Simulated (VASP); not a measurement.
Write the native input for VASP 6.6.1 that does the following.

* Task: relaxation of cell and atoms
* Functional: PBE
* Potentials or basis: VASP PAW PBE potentials, release 64 (Ba_sv, Ru_pv)
* Cutoff: 600 eV
* k mesh: 6 × 6 × 6
* Occupations: gaussian, width 0.1 eV
* Spin: no spin polarisation
* Dipole correction: no
* Further INCAR settings: ALGO = Normal; EDIFF = 1e-06; IBRION = 2; EDIFFG = -0.01; NSW = 100; ISIF = 3

The structure of Ba4Ru lies in POSCAR:

```
Ba4Ru
1.0
    6.4181442933      0.0000000000      0.0000000000
    0.0000000000      6.4181442933      0.0000000000
    0.0000000000      0.0000000000      6.4181442933
Ba Ru
4 1
Direct
    0.2446162307      0.2446162307      0.2446162307
    0.7553837693      0.7553837693      0.2446162307
    0.2446162307      0.7553837693      0.7553837693
    0.7553837693      0.2446162307      0.7553837693
    0.0000000000      0.0000000000      0.0000000000
```

The cell was built from a structure type or drawn by symmetry, and may not be a known phase.

These files were run (other wordings do the same):

INCAR

```
SYSTEM = Ba4Ru
PREC = Accurate
ENCUT = 600
EDIFF = 1E-6
ISMEAR = 0
SIGMA = 0.1
LREAL = .FALSE.
LASPH = .TRUE.
NELM = 100
ALGO = Normal
ISIF = 3
LWAVE = .FALSE.
LCHARG = .FALSE.
GGA = PE
IBRION = 2
NSW = 100
EDIFFG = -0.01
```

KPOINTS

```
regular mesh
0
G
  6 6 6
  0 0 0
```

Potentials or basis: VASP PAW PBE potentials, release 64 (Ba_sv, Ru_pv).

Launch:

```bash
$ cat potpaw_PBE.64/Ba_sv/POTCAR potpaw_PBE.64/Ru_pv/POTCAR > POTCAR
$ mpirun -np 1 vasp_std > vasp.out
```

It gave:

* Relaxed volume: 54.34 Å³/atom
* Relaxed cell: a = 6.477 Å, b = 6.477 Å, c = 6.477 Å, α = 90.00°, β = 90.00°, γ = 90.00°
* Space group after relaxing (to 0.1 Å): P-43m (No. 215)
* Energy gained by relaxing: 11.0 meV/atom
* Ionic steps: 7
* Pressure after relaxing: 0.0 GPa
* Largest force after relaxing: 0.005 eV/Å
* Band gap on the k mesh: zero (bands 27 and 28 overlap by 1.19 eV)

Caveat: spin-orbit coupling is left out, which moves the levels of the heavy elements.

It took 10 min on 1 thread of Intel(R) Xeon(R) 6975P-C (Granite Rapids), on a shared host, peak memory 0.55 GiB.
